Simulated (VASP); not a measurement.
SnO2, 6 atoms in the cell. The typed cell holds 6 atoms: a = 4.760 Å, b = 4.760 Å, c = 3.201 Å, α = 90.00°, β = 90.00°, γ = 90.00°.  This cell differs from its parent crystal: atom 1 (Sn) moved by (-0.100, -0.200) A along x and z.

* Program: VASP 6.6.1
* Task: single point
* Functional: r2SCAN
* Potentials or basis: VASP PAW PBE potentials, release 64 (Sn_d, O)
* Cutoff: 520 eV
* k mesh: 6 × 6 × 8
* Occupations: gaussian, width 0.05 eV
* Spin: no spin polarisation
* Dipole correction: no
* Further INCAR settings: ALGO = Normal; EDIFF = 1e-07; NBANDS = 35

Potentials or basis: VASP PAW PBE potentials, release 64 (Sn_d, O).

The run is started by

```sh
$ cat potpaw_PBE.64/Sn_d/POTCAR potpaw_PBE.64/O/POTCAR > POTCAR
$ cp INCAR.step1 INCAR
$ mpirun -np 1 vasp_std > vasp.out
$ cp INCAR.step2 INCAR
$ mpirun -np 1 vasp_std > vasp.out
```

Hardware: 1 thread of Intel(R) Xeon(R) 6975P-C (Granite Rapids) (shared host).

Problem. Estimate the wall time of this run.

Solution. It took 6.8 min on 1 thread of Intel(R) Xeon(R) 6975P-C (Granite Rapids) (shared host), peak memory 0.39 GiB. Counts: k points 148.
